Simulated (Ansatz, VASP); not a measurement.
**GaC2 in VASP and in Ansatz**

```xyz
6
Lattice="4.4753 0.0000 0.0000 0.0000 4.4753 0.0000 0.0000 0.0000 4.4753" Properties=species:S:1:pos:R:3 pbc="T T T"
Ga    0.0000    0.0000    0.0000
Ga    2.2377    2.2377    2.2377
C     1.1188    1.1188    1.1188
C     1.1188    3.3565    3.3565
C     3.3565    3.3565    1.1188
C     3.3565    1.1188    3.3565
```

Alike in both runs: functional PBE; k mesh 8 × 8 × 8; occupations gaussian, width 0.1 eV; no spin polarisation.

Ansatz relaxed the structure, and its values are those at the end. VASP's run is a single point on that final structure, the one shown.

|  | VASP | Ansatz |
| --- | --- | --- |
| version | VASP 6.6.1 | Ansatz 0.2.0 |
| potentials or method | VASP PAW PBE potentials, release 64 (Ga_d, C), cutoff 600 eV | scalar-relativistic, plane waves, PAW |
| valence electrons in the cell | 42 | 42 |

Ansatz gave:

* gap on the k mesh at the Fermi level (eV): none
* pressure (GPa): 0.0

**Question.** Estimate VASP's values.

**Answer.** gap on the k mesh at the Fermi level (eV): none; pressure (GPa): -0.3.

A gap of «none» marks a metal or a gap that the smearing closes.
